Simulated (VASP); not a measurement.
# Yb (Fm-3m) in VASP: single point with PBE

Aim: the single point of Yb with PBE.

Everything below comes from runs of VASP 6.6.1. Logs are shortened: lines on timing, memory, paths and dates and some standing lists are left out, and cuts for length are marked.

## (1) The cell of the first run

Symmetry: Fm-3m, No. 225, cubic system. The conventional cell has a = 5.045 Å, b = 5.045 Å, c = 5.045 Å, α = 90.00°, β = 90.00°, γ = 90.00°. Within 4.7 Å of Yb (site symmetry m-3m) lie 12 Yb at 3.57 Å.

## (2) Single point, PBE

INCAR

```
PREC     = Accurate       # precision mode
ENCUT    = 520            # plane-wave cutoff, eV
EDIFF    = 1E-6           # SCF threshold, eV
ISMEAR   = -1             # smearing method
SIGMA    = 0.05           # smearing width, eV
LREAL    = F              # projectors in reciprocal space
LASPH    = T              # aspherical terms in the spheres
NELM     = 80             # most SCF steps
ALGO     = Normal         # electronic algorithm
ISIF     = 2              # what is computed and relaxed
LWAVE    = F              # write WAVECAR
LCHARG   = F              # write CHGCAR
GGA      = PE             # functional
NBANDS   = 18             # bands
```

KPOINTS

```
regular mesh
0
Gamma
  13 13 13
```

POSCAR

```
Yb
1.0
    0.0000000000      2.5223914897      2.5223914897
    2.5223914897      0.0000000000      2.5223914897
    2.5223914897      2.5223914897      0.0000000000
Yb
1
Direct
    0.0000000000      0.0000000000      0.0000000000
```

Potentials or basis: VASP PAW PBE potentials, release 64 (Yb).

On the command line:

```console
$ cat potpaw_PBE.64/Yb/POTCAR > POTCAR
$ mpirun -np 1 vasp_std > vasp.out
```

OUTCAR:

```text
PREC = Accurate
   ENCUT = 520
   EDIFF = 1E-6
   ISMEAR = -1
   LREAL = F
   LASPH = T
   NELM = 80
   ISIF = 2
   GGA = PE

 ion  position               nearest neighbor table
   1  0.000  0.000  0.000-

  LATTYP: Found a face centered cubic cell.
 ALAT       =     5.0447829794

  Lattice vectors:

 A1 = (   0.0000000000,   2.5223914897,   2.5223914897)
 A2 = (   2.5223914897,   0.0000000000,   2.5223914897)
 A3 = (   2.5223914897,   2.5223914897,   0.0000000000)

Analysis of symmetry for initial positions (statically):
=====================================================================
 Subroutine PRICEL returns:
 Original cell was already a primitive cell.

 Routine SETGRP: Setting up the symmetry group for a
 face centered cubic supercell.

 Subroutine GETGRP returns: Found 48 space group operations
 (whereof 48 operations were pure point group operations)
 out of a pool of 48 trial point group operations.

The static configuration has the point symmetry O_h .

Analysis of symmetry for dynamics (positions and initial velocities):
=====================================================================
 Subroutine PRICEL returns:
 Original cell was already a primitive cell.

 Routine SETGRP: Setting up the symmetry group for a
 face centered cubic supercell.

 Subroutine GETGRP returns: Found 48 space group operations
 (whereof 48 operations were pure point group operations)
 out of a pool of 48 trial point group operations.

The dynamic configuration has the point symmetry O_h .

 Subroutine INISYM returns: Found 48 space group operations
 (whereof 48 operations are pure point group operations),
 and found     1 'primitive' translations

----------------------------------------------------------------------------------------

                                     Primitive cell

  volume of cell :      32.0972

  direct lattice vectors                    reciprocal lattice vectors
     0.000000000  2.522391490  2.522391490    -0.198224583  0.198224583  0.198224583
     2.522391490  0.000000000  2.522391490     0.198224583 -0.198224583  0.198224583
     2.522391490  2.522391490  0.000000000     0.198224583  0.198224583 -0.198224583

  length of vectors
     3.567200254  3.567200254  3.567200254     0.343335048  0.343335048  0.343335048

  position of ions in fractional coordinates (direct lattice)
     0.000000000  0.000000000  0.000000000

  ion indices of the primitive-cell ions
   primitive index   ion index
                 1           1

----------------------------------------------------------------------------------------

 KPOINTS: regular mesh

Automatic generation of k-mesh.
 Grid dimensions read from file:
 generate k-points for:   13   13   13

 Generating k-lattice:

  Cartesian coordinates                     Fractional coordinates (reciprocal lattice)
    -0.015248045  0.015248045  0.015248045     0.076923077  0.000000000  0.000000000
     0.015248045 -0.015248045  0.015248045     0.000000000  0.076923077  0.000000000
     0.015248045  0.015248045 -0.015248045     0.000000000  0.000000000  0.076923077

  Length of vectors
     0.026410388  0.026410388  0.026410388

  Shift w.r.t. Gamma in fractional coordinates (k-lattice)
     0.000000000  0.000000000  0.000000000

 Subroutine IBZKPT returns following result:
 ===========================================

 Found     84 irreducible k-points:

 Following reciprocal coordinates:
            Coordinates               Weight
  0.000000  0.000000  0.000000      1.000000
  0.076923  0.000000  0.000000      8.000000
  0.153846  0.000000  0.000000      8.000000
  0.230769  0.000000  0.000000      8.000000
  0.307692  0.000000  0.000000      8.000000
  0.384615  0.000000  0.000000      8.000000
[... 16 lines left out ...]
  0.384615  0.153846  0.000000     24.000000
  0.461538  0.153846  0.000000     24.000000
 [... further k-points ...]
   k-points           NKPTS =     84   k-points in BZ     NKDIM =     84   number of bands    NBANDS=     18
   number of dos      NEDOS =    301   number of ions     NIONS =      1
   total plane-waves  NPLWV =  21952
   dimension x,y,z NGX =    28 NGY =   28 NGZ =   28
   dimension x,y,z NGXF=    56 NGYF=   56 NGZF=   56
   ions per type =               1
   NGX,Y,Z   is equivalent  to a cutoff of  13.05, 13.05, 13.05 a.u.
   NGXF,Y,Z  is equivalent  to a cutoff of  26.10, 26.10, 26.10 a.u.
 SYSTEM =  unknown system
   PREC   = accura    normal or accurate (medium, high low for compatibility)
   ISTART =      0    job   : 0-new  1-cont  2-samecut
   ICHARG =      2    charge: 1-file 2-atom 10-const
   ISPIN  =      1    spin polarized calculation?
   LNONCOLLINEAR =      F non collinear calculations
   LSORBIT =      F    spin-orbit coupling
   LASPH  =      T    aspherical Exc in radial PAW
   ENCUT  =  520.0 eV  38.22 Ry    6.18 a.u.   6.63  6.63  6.63*2*pi/ulx,y,z
   NELM   =     80;   NELMIN=  2; NELMDL= -5     # of ELM steps
   EDIFF  = 0.1E-05   stopping-criterion for ELM
   LREAL  =      F    real-space projection
   EDIFFG = 0.1E-04   stopping-criterion for IOM
   NSW    =      0    number of steps for IOM
   IBRION =     -1    ionic relax: 0-MD 1-quasi-New 2-CG
   NFREE  =      0    steps in history (QN), initial steepest desc. (CG)
   ISIF   =      2    stress and relaxation
   ISYM   =      2    0-nonsym 1-usesym 2-fastsym
   POTIM  = 0.5000    time-step for ionic-motion
   TEBEG  =    0.0;   TEEND  =   0.0 temperature during run
   PSTRESS=    0.0 pullay stress
   NELECT =      24.0000    total number of electrons
   NUPDOWN=      -1.0000    fix difference up-down
   EMIN   =  10.00;   EMAX   =-10.00  energy-range for DOS
   EFERMI =   0.00;   METHOD = LEGACY
   ISMEAR =    -1;   SIGMA  =   0.05  broadening in eV -4-tet -1-fermi 0-gaus
   EFERMI_NEDOS =   21; number of points for ismear=-14 and -15
   IALGO  =     38    algorithm
   IMIX   =      4    mixing-type and parameters
     AMIX     =   0.40;   BMIX     =  1.00
     AMIX_MAG =   1.60;   BMIX_MAG =  1.00
  volume/ion in A,a.u.               =      32.10       216.60
  Fermi-wavevector in a.u.,A,eV,Ry     =   1.485899  2.807943 30.040265  2.207897
  Thomas-Fermi vector in A             =   2.599253
   LORBIT       =      0    0 simple, 1 ext, 2 COOP (PROOUT), +10 PAW based schemes
   GGA     = PE    functional components
   LHFCALC =     F    Hartree Fock is set to
   AEXX    =    0.0000 exact exchange contribution
   IVDW    =     0    specifies the selected vdW correction
   LEPSILON=     F    determine dielectric tensor
   LRPA    =     F    only Hartree local field effects (RPA)
 non-spin polarized calculation
  energy-cutoff  :      520.00
  volume of cell :       32.10
 maximum number of plane-waves:       887
   NGX = 13   NGY = 13   NGZ = 13

 number of electron      23.9999998 magnetization

 Free energy of the ion-electron system (eV)
  ---------------------------------------------------
  ext. energy  EPLUGINS =         0.00000000
  ---------------------------------------------------
  free energy    TOTEN  =        -3.55116699 eV

  energy without entropy =       -3.53855637  energy(sigma->0) =       -3.54486168

 E-fermi :   1.9596     XC(G=0):  -9.9504

 val. band max:        1.9470369292   @ k =  -0.3077   0.3846   0.1538
 cond. band min:       1.9995803874   @ k =  -0.3846   0.3077   0.0000
 fundamental gap:      0.0525434583
 Fermi energy:         1.9596082748

 k-point     1 :       0.0000    0.0000    0.0000
  band No.  band energies     occupation
      1     -49.6932      2.00000
      2     -21.7983      2.00000
      3     -21.7983      2.00000
      4     -21.7983      2.00000
      5      -3.4549      2.00000
      6       1.4174      1.99996
[... 10 lines left out ...]
     17       7.3086      0.00000
     18      11.9897      0.00000

 k-point     2 :       0.0769    0.0000    0.0000
  band No.  band energies     occupation
      1     -49.6916      2.00000
      2     -21.8281      2.00000
      3     -21.8021      2.00000
      4     -21.8021      2.00000
      5      -3.2998      2.00000
      6       1.4185      1.99996
[... 10 lines left out ...]
     17       7.2086      0.00000
     18      12.3606      0.00000

 k-point     3 :       0.1538    0.0000    0.0000
  band No.  band energies     occupation
      1     -49.6871      2.00000
      2     -21.9095      2.00000
      3     -21.8126      2.00000
      4     -21.8126      2.00000
      5      -2.8526      2.00000
      6       1.4230      1.99996
[... 10 lines left out ...]
     17       7.0462      0.00000
     18      12.7797      0.00000

 k-point     4 :       0.2308    0.0000    0.0000
  band No.  band energies     occupation
      1     -49.6808      2.00000
      2     -22.0217      2.00000
      3     -21.8274      2.00000
      4     -21.8274      2.00000
      5      -2.1698      2.00000
      6       1.4330      1.99995
[... 10 lines left out ...]
     17       7.1535      0.00000
     18      11.9062      0.00000

 k-point     5 :       0.3077    0.0000    0.0000
  band No.  band energies     occupation
      1     -49.6742      2.00000
      2     -22.1380      2.00000
      3     -21.8429      2.00000
      4     -21.8429      2.00000
      5      -1.3544      2.00000
      6       1.4499      1.99993
[... 10 lines left out ...]
     17       7.6818      0.00000
     18      11.1526      0.00000

 k-point     6 :       0.3846    0.0000    0.0000
  band No.  band energies     occupation
      1     -49.6686      2.00000
      2     -22.2322      2.00000
      3     -21.8558      2.00000
      4     -21.8558      2.00000
      5      -0.5758      2.00000
      6       1.4592      1.99991
[... 307 lines left out ...]
 k-point    21 :       0.2308    0.1538    0.0000
  band No.  band energies     occupation
      1     -49.6804      2.00000
      2     -21.9790      2.00000
      3     -21.8556      2.00000
      4     -21.8519      2.00000
      5      -2.1445      2.00000
      6       1.4313      1.99995
[... 10 lines left out ...]
     17       7.8119      0.00000
     18      13.6156      0.00000

 k-point    22 :       0.3077    0.1538    0.0000
  band No.  band energies     occupation
      1     -49.6745      2.00000
      2     -22.0743      2.00000
      3     -21.8730      2.00000
      4     -21.8705      2.00000
      5      -1.4324      2.00000
      6       1.4453      1.99993
[... 10 lines left out ...]
     17       8.1797      0.00000
     18      12.6164      0.00000

 k-point    23 :       0.3846    0.1538    0.0000
  band No.  band energies     occupation
      1     -49.6687      2.00000
      2     -22.1645      2.00000
      3     -21.8943      2.00000
      4     -21.8852      2.00000
      5      -0.6199      2.00000
      6       1.4639      1.99990
[... 10 lines left out ...]
     17       8.7429      0.00000
     18      11.4676      0.00000

 k-point    24 :       0.4615    0.1538    0.0000
  band No.  band energies     occupation
      1     -49.6644      2.00000
      2     -22.2292      2.00000
      3     -21.9182      2.00000
      4     -21.8895      2.00000
      5       0.1218      2.00000
      6       1.4603      1.99991
[... 10 lines left out ...]
     17       9.1462      0.00000
     18      10.3774      0.00000

 [... further k-points ...]
[... 5 lines left out ...]
  --------------------------------------------------------------------------------------
  -------------------------------------------------------------------------------------
  Total        0.4015727      0.4015727      0.4015727     -0.0000000     -0.0000000      0.0000000
  in kB       20.0450545     20.0450545     20.0450545     -0.0000000     -0.0000000      0.0000000
  external PRESSURE =      20.0450545 kB  Pullay stress =       0.0000000 kB

 VOLUME and BASIS-vectors are now :
 -----------------------------------------------------------------------------
  energy-cutoff  :      520.00
  volume of cell :       32.10
      direct lattice vectors                 reciprocal lattice vectors
     0.000000000  2.522391490  2.522391490    -0.198224583  0.198224583  0.198224583
     2.522391490  0.000000000  2.522391490     0.198224583 -0.198224583  0.198224583
     2.522391490  2.522391490  0.000000000     0.198224583  0.198224583 -0.198224583

 POSITION                                       TOTAL-FORCE (eV/Angst)
 -----------------------------------------------------------------------------------
      0.00000      0.00000      0.00000         0.000000      0.000000      0.000000
 -----------------------------------------------------------------------------------
    total drift:                               -0.000000     -0.000000     -0.000000

  FREE ENERGIE OF THE ION-ELECTRON SYSTEM (eV)
  ---------------------------------------------------
  free  energy   TOTEN  =        -3.5511669876 eV

  energy  without entropy=       -3.5385563662  energy(sigma->0) =       -3.54486168
```

Wall time 41 s (1 thread of Intel Xeon 6975P-C (Granite Rapids), shared host); peak memory 0.2 GiB.

Results:

| Property | Result |
| --- | --- |
| Free energy | -3.5512 eV |
| Pressure | 2.0 GPa |
| Band gap on the k mesh | zero (bands 12 and 13 overlap by 0.03 eV) |

Caveat: spin-orbit coupling is left out, which moves the levels of the heavy elements. Spin polarisation is off, so any magnetic state and its effect on volume and gap are missing.

The gap in the log of VASP goes by the Fermi energy; the results here count the filled bands.